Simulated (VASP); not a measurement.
# Fe (Im-3m) in VASP: a series of runs, part 2 of 2

VASP 6.6.1. The steps go on from the part before.

## Step 3: Single point, PBE, collinear spin, ferromagnetic start

File INCAR:

```
SYSTEM = Fe
ALGO     = Normal         ! electronic algorithm
EDIFF    = 1E-7           ! SCF threshold, eV
ENCUT    = 520            ! plane-wave cutoff, eV
GGA      = PE             ! functional
ISIF     = 2              ! what is computed and relaxed
ISMEAR   = -1             ! smearing method
ISPIN    = 2              ! spin polarisation
LASPH    = .True.         ! aspherical terms in the spheres
LCHARG   = .False.        ! write CHGCAR
LMAXMIX  = 4              ! l up to which the mixer works
LORBIT   = 11             ! projections on sites
LREAL    = .False.        ! projectors in reciprocal space
LWAVE    = .False.        ! write WAVECAR
MAGMOM   = 2.208          ! initial moments
NBANDS   = 14             ! bands
NELM     = 150            ! most SCF steps
PREC     = Accurate       ! precision mode
SIGMA    = 0.05           ! smearing width, eV
```

File KPOINTS:

```
k-points
0
Gamma
  25 25 25
  0 0 0
```

File POSCAR:

```
Fe
1.0
   -1.4163059769      1.4163059769      1.4163059769
    1.4163059769     -1.4163059769      1.4163059769
    1.4163059769      1.4163059769     -1.4163059769
Fe
1
Direct
    0.0000000000      0.0000000000      0.0000000000
```

Potentials or basis: VASP PAW PBE potentials, release 64 (Fe).

Started as:

```bash
> cat potpaw_PBE.64/Fe/POTCAR > POTCAR
> mpirun -np 1 vasp_std > vasp.out
```

Wall time 3.7 min (1 thread of AMD EPYC 7R13, shared host); peak memory 0.18 GiB.

The run converged. Its results:

```yaml
Free_energy: -8.2467 eV
Pressure: -0.4 GPa
Net_moment: 2.18 μB per cell
Site_moments: Fe +2.18 μB
Valence_electrons_inside_the_program's_atomic_spheres: Fe 7.27
```

Levels at points of the mesh, in eV from the Fermi level:
Spin up:
```csv
k point,band 3,band 4,band 5,band 6,band 7,band 8
"(0.00, 0.00, 0.00)",-2.29,-2.29,-1.09,-1.09,25.02,25.02
```
Spin down:
```
           k point  band 1  band 2  band 3  band 4  band 5  band 6
(0.00, 0.00, 0.00)   -8.26   -0.39   -0.39   -0.39    1.66    1.66
```

## Step 4: Single point, PBE, collinear spin, ferromagnetic start (volume scaled by 1.04)

File INCAR:

```
SYSTEM = Fe
  ALGO = Normal
  EDIFF = 1E-6
  ENCUT = 520
  GGA = PE
  ISIF = 2
  ISMEAR = -1
  ISPIN = 2
  LASPH = .TRUE.
  LCHARG = .FALSE.
  LMAXMIX = 4
  LORBIT = 11
  LREAL = .FALSE.
  LWAVE = .FALSE.
  MAGMOM = 2.208
  NBANDS = 14
  NELM = 150
  PREC = Accurate
  SIGMA = 0.05
```

File KPOINTS:

```
k-points
0
G
  25 25 25
  0 0 0
```

File POSCAR:

```
Fe
1.0
   -1.4349437191      1.4349437191      1.4349437191
    1.4349437191     -1.4349437191      1.4349437191
    1.4349437191      1.4349437191     -1.4349437191
Fe
1
Direct
    0.0000000000      0.0000000000      0.0000000000
```

Started as:

```bash
> cat potpaw_PBE.64/Fe/POTCAR > POTCAR
> mpirun -np 1 vasp_std > vasp.out
```

Run time: 65 s. Hardware: 1 thread of AMD EPYC 9R45 (Zen 5), shared host; peak memory 0.19 GiB.

It converged, with:

```yaml
Free_energy: -8.2359 eV
Pressure: -6.8 GPa
Net_moment: 2.26 μB per cell
Site_moments: Fe +2.26 μB
Valence_electrons_inside_the_program's_atomic_spheres: Fe 7.19
```

Levels at points of the mesh, in eV from the Fermi level:
Spin up:
```
           k point  band 2  band 3  band 4  band 5  band 6  band 7  band 8  band 9
(0.00, 0.00, 0.00)   -2.22   -2.22   -2.22   -1.07   -1.07   24.66   24.66   24.66
```
Spin down:
```csv
k point,band 1,band 2,band 3,band 4,band 5,band 6
"(0.00, 0.00, 0.00)",-8.02,-0.23,-0.23,-0.23,1.73,1.73
```

## Step 5: Single point, PBE, non-collinear spin, typed start, spin-orbit coupling

File INCAR:

```
ALGO = Normal
EDIFF = 1E-6
ENCUT = 520
GGA = PE
GGA_COMPAT = False
ISIF = 2
ISMEAR = -1
LASPH = True
LCHARG = True
LMAXMIX = 4
LORBIT = 11
LORBMOM = True
LREAL = False
LSORBIT = True
LVHAR = True
LWAVE = False
MAGMOM = 0 0 2.208
NBANDS = 19
NELM = 150
PREC = Accurate
SIGMA = 0.05
```

File KPOINTS:

```
k-points
0
Gamma
  15 15 15
```

File POSCAR:

```
Fe
1.0
   -1.4163059769      1.4163059769      1.4163059769
    1.4163059769     -1.4163059769      1.4163059769
    1.4163059769      1.4163059769     -1.4163059769
Fe
1
Direct
    0.0000000000      0.0000000000      0.0000000000
```

Potentials or basis: VASP PAW PBE potentials, release 64 (Fe).

Started as:

```bash
> cat potpaw_PBE.64/Fe/POTCAR > POTCAR
> mpirun -np 1 vasp_ncl > vasp.out
```

OUTCAR:

```text
EDIFF = 1E-6
   ENCUT = 520
   GGA = PE
   ISIF = 2
   ISMEAR = -1
   LASPH = True
   LORBIT = 11
   LREAL = False
   LSORBIT = True
   NELM = 150
   PREC = Accurate

 ion  position               nearest neighbor table
   1  0.000  0.000  0.000-

  LATTYP: Found a body centered cubic cell.
 ALAT       =     2.8326119538

  Lattice vectors:

 A1 = (  -1.4163059769,   1.4163059769,   1.4163059769)
 A2 = (   1.4163059769,  -1.4163059769,   1.4163059769)
 A3 = (   1.4163059769,   1.4163059769,  -1.4163059769)

Analysis of symmetry for initial positions (statically):
=====================================================================
 Subroutine PRICEL returns:
 Original cell was already a primitive cell.

 Routine SETGRP: Setting up the symmetry group for a
 body centered cubic supercell.

 Subroutine GETGRP returns: Found 48 space group operations
 (whereof 48 operations were pure point group operations)
 out of a pool of 48 trial point group operations.

The static configuration has the point symmetry O_h .

Analysis of symmetry for dynamics (positions and initial velocities):
=====================================================================
 Subroutine PRICEL returns:
 Original cell was already a primitive cell.

 Routine SETGRP: Setting up the symmetry group for a
 body centered cubic supercell.
[... 729 lines left out ...]
  free  energy   TOTEN  =        -8.2540063566 eV

  energy  without entropy=       -8.2458905141  energy(sigma->0) =       -8.24994844

 orbital moment (x)

 # of ion     p       d       tot
 ----------------------------------------
  1         0.000   0.000   0.000
 ----------------------------------------
            0.000   0.000   0.000

 orbital moment (y)

 # of ion     p       d       tot
 ----------------------------------------
  1        -0.000   0.000   0.000
 ----------------------------------------
           -0.000   0.000   0.000

 orbital moment (z)

 # of ion     p       d       tot
 ----------------------------------------
  1         0.000   0.046   0.046
 ----------------------------------------
            0.000   0.046   0.046

 Spin-Orbit-Coupling matrix elements

 Ion:    1  E_soc:     -0.0121498
 l=   1
     0.0000000    -0.0003198    -0.0003053
    -0.0003198     0.0000000    -0.0003198
    -0.0003053    -0.0003198     0.0000000
 l=   2
     0.0000000    -0.0003673     0.0000000    -0.0003673    -0.0011907
    -0.0003673     0.0000000    -0.0010336    -0.0004430    -0.0003473
     0.0000000    -0.0010336     0.0000000    -0.0010336     0.0000000
    -0.0003673    -0.0004430    -0.0010336     0.0000000    -0.0003473
    -0.0011907    -0.0003473     0.0000000    -0.0003473     0.0000000
 l=   3
     0.0000000     0.0000000     0.0000000     0.0000000     0.0000000     0.0000000     0.0000000
     0.0000000     0.0000000     0.0000000     0.0000000     0.0000000     0.0000000     0.0000000
     0.0000000     0.0000000     0.0000000     0.0000000     0.0000000     0.0000000     0.0000000
     0.0000000     0.0000000     0.0000000     0.0000000     0.0000000     0.0000000     0.0000000
     0.0000000     0.0000000     0.0000000     0.0000000     0.0000000     0.0000000     0.0000000
     0.0000000     0.0000000     0.0000000     0.0000000     0.0000000     0.0000000     0.0000000
     0.0000000     0.0000000     0.0000000     0.0000000     0.0000000     0.0000000     0.0000000

 total charge

# of ion       s       p       d       tot
------------------------------------------
    1        0.487   0.542   6.239   7.267

 magnetization (x)

# of ion       s       p       d       tot
------------------------------------------
    1        0.000   0.000   0.000   0.000

 magnetization (y)

# of ion       s       p       d       tot
------------------------------------------
    1        0.000   0.000   0.000   0.000

 magnetization (z)

# of ion       s       p       d       tot
------------------------------------------
    1       -0.013  -0.057   2.260   2.189
```

Run time: 5.9 min. Hardware: 1 thread of AMD EPYC 9R45 (Zen 5), shared host; peak memory 0.24 GiB.

What came out:

```
Free energy                                           : -8.2540 eV
Pressure                                              : -0.2 GPa
Net moment                                            : 2.19 μB per cell
Valence electrons inside the program's atomic spheres : Fe 7.27
```

Moments on the atoms (μB; x, y, z):
```
Fe  0.00 0.00 2.19
```

## Step 6: Summary

```csv
spin,cell,k mesh,gap on the mesh (eV),pressure (GPa),moment (μB)
"collinear, ferromagnetic start","a = 2.453 Å, angles 109.5°, 1 atom",25 × 25 × 25,none,-0.4,2.18
"collinear, ferromagnetic start","a = 2.485 Å, angles 109.5°, 1 atom",25 × 25 × 25,none,-6.8,2.26
"non-collinear, typed start, SOC","a = 2.453 Å, angles 109.5°, 1 atom",15 × 15 × 15,-,-0.2,2.19
```

Alike in all rows: task single point; level PBE; potentials or basis VASP PAW PBE potentials, release 64 (Fe); cutoff (eV) 520; smearing fermi-dirac 0.05 eV.

Absolute energies hang on the potentials; compare differences alone.
